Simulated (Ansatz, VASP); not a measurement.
**KI in VASP and in Ansatz**

The input POSCAR:

```
KI
1.0
    0.0000000000      3.5245500000      3.5245500000
    3.5245500000      0.0000000000      3.5245500000
    3.5245500000      3.5245500000      0.0000000000
K I
1 1
Direct
    0.0000000000      0.0000000000      0.0000000000
    0.5000000000      0.5000000000      0.5000000000
```

File INCAR.step1:

```
  ALGO = Normal
  EDIFF = 1E-5
  ENCUT = 550
  GGA = PE
  GGA_COMPAT = False
  ISMEAR = 0
  LASPH = True
  LCHARG = False
  LREAL = False
  LWAVE = True
  NBANDS = 15
  NELM = 120
  PREC = Accurate
  SIGMA = 0.1
```

File INCAR.step2:

```
  ALGO = Normal
  EDIFF = 1E-6
  ENCUT = 550
  GGA_COMPAT = False
  ISIF = 2
  ISMEAR = 0
  ISTART = 1
  LASPH = True
  LCHARG = False
  LMIXTAU = True
  LREAL = False
  LWAVE = False
  METAGGA = R2SCAN
  NBANDS = 15
  NELM = 120
  PREC = Accurate
  SIGMA = 0.1
```

The input KPOINTS:

```
k-points
0
Gamma
  4 4 4
```

Input for Ansatz:

```yaml
crystal:
  lattice:
    - [0.0, 3.52455, 3.52455]
    - [3.52455, 0.0, 3.52455]
    - [3.52455, 3.52455, 0.0]
  atoms:
    - { symbol: K, position: [0.0, 0.0, 0.0] }
    - { symbol: I, position: [0.5, 0.5, 0.5] }
basis:
  ecutwfc: 500
kpoints:
  mp_grid: { grid: [4, 4, 4] }
hamiltonian:
  xc: r2scan
scf:
  occupations: { method: gaussian, width: 0.1 }
output:
  forces: true
  stress: true
  eigenvalues: true
```

Alike in both runs: task single point; functional r2SCAN; k mesh 4 × 4 × 4; occupations gaussian, width 0.1 eV; no spin polarisation.

|  | VASP | Ansatz |
| --- | --- | --- |
| version | VASP 6.6.1 | Ansatz 0.2.0 |
| potentials or method | VASP PAW PBE potentials, release 64 (K_sv, I), cutoff 550 eV | scalar-relativistic, plane waves, PAW |
| valence electrons in the cell | 16 | 26 |

Ansatz gave:

| Item | Value |
| --- | --- |
| gap on the k mesh at the Fermi level (eV) | 4.63 |
| least direct gap on the mesh (eV) | 4.63 |
| pressure (GPa) | 0.2 |

Task: Estimate VASP's values.

Result: gap on the k mesh at the Fermi level (eV): 4.63; least direct gap on the mesh (eV): 4.63; pressure (GPa): 0.3.

VASP's potentials were made for PBE, not for r2SCAN. The functional is the same, so the differences come from potentials, cutoffs and numerics. VASP's potentials hold 16 valence electrons a cell and Ansatz's 26, so a difference there can come from the potentials and not from the codes.

Neither program's run includes spin-orbit coupling.
